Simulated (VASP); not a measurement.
# CdSe (Cadmoselite) (P6_3mc) in VASP: a series of runs

The runs below take CdSe (Cadmoselite) through single point, with LDA.

Program: VASP 6.6.1. These are calculated values, not measurements. Logs are shortened: lines on timing, memory, paths and dates and some standing lists are left out, and cuts for length are marked.

## 1. The cell of the first run

It takes space group P6_3mc (No. 186, hexagonal). The conventional cell has a = 4.226 Å, b = 4.226 Å, c = 6.963 Å, α = 90.00°, β = 90.00°, γ = 120.00°. Cd (site symmetry 3m) has 4 Se at 2.59 to 2.61 Å within 3.4 Å. Within 3.4 Å of Se (site symmetry 3m) lie 4 Cd at 2.59 to 2.61 Å.

## 2. Single point, LDA (in-plane strain -0.005)

INCAR reads:

```
SYSTEM = CdSe
PREC = Accurate ; ENCUT = 520
EDIFF = 1E-6 ; ISMEAR = 0
SIGMA = 0.01 ; LREAL = .False.
LASPH = .True. ; NELM = 100
ALGO = Normal ; ISIF = 2
LWAVE = .False. ; LCHARG = .False.
NBANDS = 26
```

KPOINTS reads:

```
regular mesh
0
Gamma
  6 6 4
  0 0 0
```

POSCAR reads:

```
CdSe
1.0
    4.2258471399      0.0000000000      0.0000000000
   -2.1129235699      3.6596909756      0.0000000000
    0.0000000000      0.0000000000      6.9628292517
Cd Se
2 2
Direct
    0.3333333333      0.6666666667      0.0048579434
    0.6666666667      0.3333333333      0.5048579434
    0.3333333333      0.6666666667      0.3801420566
    0.6666666667      0.3333333333      0.8801420566
```

Potentials or basis: VASP PAW LDA potentials, release 64 (Cd, Se).

Started as:

```sh
$ cat potpaw_LDA.64/Cd/POTCAR potpaw_LDA.64/Se/POTCAR > POTCAR
$ mpirun -np 1 vasp_std > vasp.out
```

OUTCAR:

```text
SYSTEM = CdSe
   PREC = Accurate
   ENCUT = 520
   EDIFF = 1E-6
   ISMEAR = 0
   LREAL = .False.
   LASPH = .True.
   NELM = 100
   ISIF = 2

 ion  position               nearest neighbor table
   1  0.333  0.667  0.005-   4 2.59   4 2.59   4 2.59   3 2.61
   2  0.667  0.333  0.505-   3 2.59   3 2.59   3 2.59   4 2.61
   3  0.333  0.667  0.380-   2 2.59   2 2.59   2 2.59   1 2.61
   4  0.667  0.333  0.880-   1 2.59   1 2.59   1 2.59   2 2.61

  LATTYP: Found a hexagonal cell.
 ALAT       =     4.2258471399
 C/A-ratio  =     1.6476765536

  Lattice vectors:

 A1 = (   4.2258471399,   0.0000000000,   0.0000000000)
 A2 = (  -2.1129235699,   3.6596909756,   0.0000000000)
 A3 = (   0.0000000000,   0.0000000000,   6.9628292517)

Analysis of symmetry for initial positions (statically):
=====================================================================
 Subroutine PRICEL returns:
 Original cell was already a primitive cell.

 Routine SETGRP: Setting up the symmetry group for a
 hexagonal supercell.

 Subroutine GETGRP returns: Found 12 space group operations
 (whereof  6 operations were pure point group operations)
 out of a pool of 24 trial point group operations.

The static configuration has the point symmetry C_3v.
 The point group associated with its full space group is C_6v.

Analysis of symmetry for dynamics (positions and initial velocities):
=====================================================================
 Subroutine PRICEL returns:
 Original cell was already a primitive cell.

 Routine SETGRP: Setting up the symmetry group for a
 hexagonal supercell.

 Subroutine GETGRP returns: Found 12 space group operations
 (whereof  6 operations were pure point group operations)
 out of a pool of 24 trial point group operations.

The dynamic configuration has the point symmetry C_3v.
 The point group associated with its full space group is C_6v.

 Subroutine INISYM returns: Found 12 space group operations
 (whereof  6 operations are pure point group operations),
 and found     1 'primitive' translations

----------------------------------------------------------------------------------------

                                     Primitive cell

  volume of cell :     107.6822

  direct lattice vectors                    reciprocal lattice vectors
     4.225847140  0.000000000  0.000000000     0.236638943  0.136623557  0.000000000
    -2.112923570  3.659690976  0.000000000     0.000000000  0.273247115  0.000000000
     0.000000000  0.000000000  6.962829252     0.000000000  0.000000000  0.143619779
[... 85 lines left out ...]
   LREAL  =      F    real-space projection
   EDIFFG = 0.1E-04   stopping-criterion for IOM
   NSW    =      0    number of steps for IOM
   IBRION =     -1    ionic relax: 0-MD 1-quasi-New 2-CG
   NFREE  =      0    steps in history (QN), initial steepest desc. (CG)
   ISIF   =      2    stress and relaxation
   ISYM   =      2    0-nonsym 1-usesym 2-fastsym
   POTIM  = 0.5000    time-step for ionic-motion
   TEBEG  =    0.0;   TEEND  =   0.0 temperature during run
   PSTRESS=    0.0 pullay stress
   NELECT =      36.0000    total number of electrons
   NUPDOWN=      -1.0000    fix difference up-down
   EMIN   =  10.00;   EMAX   =-10.00  energy-range for DOS
   EFERMI =   0.00;   METHOD = LEGACY
   ISMEAR =     0;   SIGMA  =   0.01  broadening in eV -4-tet -1-fermi 0-gaus
   EFERMI_NEDOS =   21; number of points for ismear=-14 and -15
   IALGO  =     38    algorithm
   IMIX   =      4    mixing-type and parameters
     AMIX     =   0.40;   BMIX     =  1.00
     AMIX_MAG =   1.60;   BMIX_MAG =  1.00
  volume/ion in A,a.u.               =      26.92       181.67
  Fermi-wavevector in a.u.,A,eV,Ry     =   1.136216  2.147137 17.564951  1.290987
  Thomas-Fermi vector in A             =   2.272921
   LORBIT       =      0    0 simple, 1 ext, 2 COOP (PROOUT), +10 PAW based schemes
   GGA     = CA    functional components
   LHFCALC =     F    Hartree Fock is set to
   AEXX    =    0.0000 exact exchange contribution
   IVDW    =     0    specifies the selected vdW correction
   LEPSILON=     F    determine dielectric tensor
   LRPA    =     F    only Hartree local field effects (RPA)
 non-spin polarized calculation
 Gauss-broadening in eV      SIGMA  =   0.01
  energy-cutoff  :      520.00
  volume of cell :      107.68
 maximum number of plane-waves:      2940
 NGX is ok and might be reduce to    32
   NGX = 15   NGY = 15   NGZ = 25

 number of electron      36.0000010 magnetization

 Free energy of the ion-electron system (eV)
  ---------------------------------------------------
  ext. energy  EPLUGINS =         0.00000000
  ---------------------------------------------------
  free energy    TOTEN  =       -13.50758546 eV

  energy without entropy =      -13.50758546  energy(sigma->0) =      -13.50758546

 E-fermi :   1.2520     XC(G=0):  -9.4798

 val. band max:        1.1994233162   @ k =   0.0000   0.0000   0.0000
 cond. band min:       1.6982403366   @ k =   0.0000   0.0000   0.0000
 fundamental gap:      0.4988170204
 Fermi energy:         1.2519540016

 k-point     1 :       0.0000    0.0000    0.0000
  band No.  band energies     occupation
      1     -11.7243      2.00000
      2     -11.3068      2.00000
      3      -6.9200      2.00000
      4      -6.9194      2.00000
      5      -6.9194      2.00000
      6      -6.8450      2.00000
[... 598 lines left out ...]
     25       9.9582      0.00000
     26       9.9583      0.00000

------------------------ aborting loop because EDIFF is reached ----------------------------------------

  FORCE on cell =-STRESS in cart. coord.  units (eV):
  Direction    XX          YY          ZZ          XY          YZ          ZX
  --------------------------------------------------------------------------------------
  -------------------------------------------------------------------------------------
  Total        0.8336647      0.8336647      0.2286284      0.0000000      0.0000000      0.0000000
  in kB       12.4038947     12.4038947      3.4017066      0.0000000      0.0000000      0.0000000
  external PRESSURE =       9.4031653 kB  Pullay stress =       0.0000000 kB

 VOLUME and BASIS-vectors are now :
 -----------------------------------------------------------------------------
  energy-cutoff  :      520.00
  volume of cell :      107.68
      direct lattice vectors                 reciprocal lattice vectors
     4.225847140  0.000000000  0.000000000     0.236638943  0.136623557  0.000000000
    -2.112923570  3.659690976  0.000000000     0.000000000  0.273247115  0.000000000
     0.000000000  0.000000000  6.962829252     0.000000000  0.000000000  0.143619779

 POSITION                                       TOTAL-FORCE (eV/Angst)
 -----------------------------------------------------------------------------------
     -0.00000      2.43979      0.03383         0.000000      0.000000      0.071663
      2.11292      1.21990      3.51524         0.000000     -0.000000      0.071663
     -0.00000      2.43979      2.64686        -0.000000     -0.000000     -0.071663
      2.11292      1.21990      6.12828        -0.000000      0.000000     -0.071663
 -----------------------------------------------------------------------------------
    total drift:                               -0.000000      0.000000     -0.000075

  FREE ENERGIE OF THE ION-ELECTRON SYSTEM (eV)
  ---------------------------------------------------
  free  energy   TOTEN  =       -13.5075854622 eV

  energy  without entropy=      -13.5075854622  energy(sigma->0) =      -13.50758546
```

OSZICAR:

```text
N       E                     dE             d eps       ncg     rms          rms(c)
DAV:   1     0.244984539851E+03    0.24498E+03   -0.17213E+04  1092   0.126E+03
DAV:   2    -0.124277102373E+01   -0.24623E+03   -0.23822E+03  1214   0.314E+02
DAV:   3    -0.141429852266E+02   -0.12900E+02   -0.12830E+02  1316   0.726E+01
DAV:   4    -0.142527690616E+02   -0.10978E+00   -0.10965E+00  1228   0.625E+00
DAV:   5    -0.142534327562E+02   -0.66369E-03   -0.66368E-03  1220   0.456E-01    0.971E+00
DAV:   6    -0.135630650543E+02    0.69037E+00   -0.11859E+00  1430   0.116E+01    0.743E+00
DAV:   7    -0.135167746627E+02    0.46290E-01   -0.49199E-01  1162   0.374E+00    0.247E+00
DAV:   8    -0.135082779625E+02    0.84967E-02   -0.65106E-02  1134   0.259E+00    0.382E-01
DAV:   9    -0.135076676805E+02    0.61028E-03   -0.77184E-03  1196   0.103E+00    0.107E-01
DAV:  10    -0.135075741678E+02    0.93513E-04   -0.58809E-04  1192   0.285E-01    0.471E-02
DAV:  11    -0.135075868869E+02   -0.12719E-04   -0.72998E-05  1130   0.584E-02    0.136E-02
DAV:  12    -0.135075857967E+02    0.10902E-05   -0.17211E-05  1242   0.474E-02    0.869E-03
DAV:  13    -0.135075854622E+02    0.33449E-06   -0.22575E-06   800   0.184E-02
   1 F= -.13507585E+02 E0= -.13507585E+02  d E =-.812468E-16
```

stdout:

```text
POSCAR found type information on POSCAR CdSe
 POSCAR found :  2 types and       4 ions
 scaLAPACK will be used
 LDA part: xc-table for (Slater(with rela. corr.)+CA(PZ))
 , standard interpolation
 POSCAR, INCAR and KPOINTS ok, starting setup
 FFT: planning ... GRIDC
 FFT: planning ... GRID_SOFT
 FFT: planning ... GRID
 WAVECAR not read
 entering main loop
```

It took 18 s on 1 thread of Intel Xeon 6975P-C (Granite Rapids), shared host; peak memory 0.21 GiB.

Results:

```yaml
Free_energy: -13.5076 eV
Pressure: 0.9 GPa
Largest_force: 0.072 eV/Å
Band_gap_on_the_k_mesh: 0.50 eV, direct
```

Forces on the atoms (eV/Å):
```
Cd   0.000  0.000  0.072
Cd   0.000  0.000  0.072
Se   0.000  0.000 -0.072
Se   0.000  0.000 -0.072
```

Caveat: the cell differs from its parent crystal (in-plane strain -0.005).

(Continued in part 2 of 2.)
